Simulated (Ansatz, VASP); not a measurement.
# Al: VASP beside Ansatz

```
Al
1.0
     2.82708    0.00000    0.00000
    -1.41354    2.44832    0.00000
     0.00000    0.00000    9.18599
Al
4
Cartesian
  1.4135 0.8161 6.8895
  0.0000 0.0000 4.5930
  0.0000 1.6322 2.2965
  0.0000 0.0000 0.0000
```

Alike in both runs: task single point; functional PBE; k mesh 11 × 11 × 3; occupations fermi-dirac, width 0.05 eV; no spin polarisation.

|  | VASP | Ansatz |
| --- | --- | --- |
| version | VASP 6.6.1 | Ansatz 0.2.0 |
| potentials or method | VASP PAW PBE potentials, release 64 (Al) | Ansatz PAW |
| plane-wave cutoff (eV) | 520 | 420 |
| valence electrons in the cell | 12 | 12 |

|  | VASP | Ansatz | Ansatz less VASP |
| --- | --- | --- | --- |
| gap on the k mesh at the Fermi level (eV) | none | none | - |
| pressure (GPa) | 3.5 | 3.6 | +0.04 |
| traceless stress, the component that is largest in VASP (GPa) | 1.35 | 1.35 | -0.006 |

A gap of «none» marks a metal or a gap that the smearing closes. The functional is the same, so the differences come from potentials, cutoffs and numerics.
